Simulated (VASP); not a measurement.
Here is a VASP 6.6.1 calculation.

Contents of INCAR:

```
SYSTEM = MgS
  ALGO = Normal
  EDIFF = 1E-6
  EDIFFG = -0.02
  ENCUT = 600
  GGA = CA
  IBRION = 2
  ISIF = 3
  ISMEAR = 0
  LASPH = .TRUE.
  LCHARG = .FALSE.
  LREAL = .FALSE.
  LWAVE = .FALSE.
  NELM = 80
  NSW = 80
  PREC = Accurate
  SIGMA = 0.01
```

File KPOINTS:

```
k-points
0
G
  7 7 7
  0 0 0
```

POSCAR

```
MgS
1.0
    0.0000000000      2.8331200000      2.8331200000
    2.8331200000      0.0000000000      2.8331200000
    2.8331200000      2.8331200000      0.0000000000
Mg S
1 1
Direct
    0.0000000000      0.0000000000      0.0000000000
    0.7500000000      0.7500000000      0.7500000000
```

Potentials or basis: VASP PAW LDA potentials, release 64 (Mg, S).

The run is started by

```bash
$ cat potpaw_LDA.64/Mg/POTCAR potpaw_LDA.64/S/POTCAR > POTCAR
$ mpirun -np 1 vasp_std > vasp.out
```

(1) Predict the band gap on the k mesh.

(2) What does it give for the relaxed volume?

Results:

(1) 3.40 eV, direct.

(2) 21.77 Å³/atom.
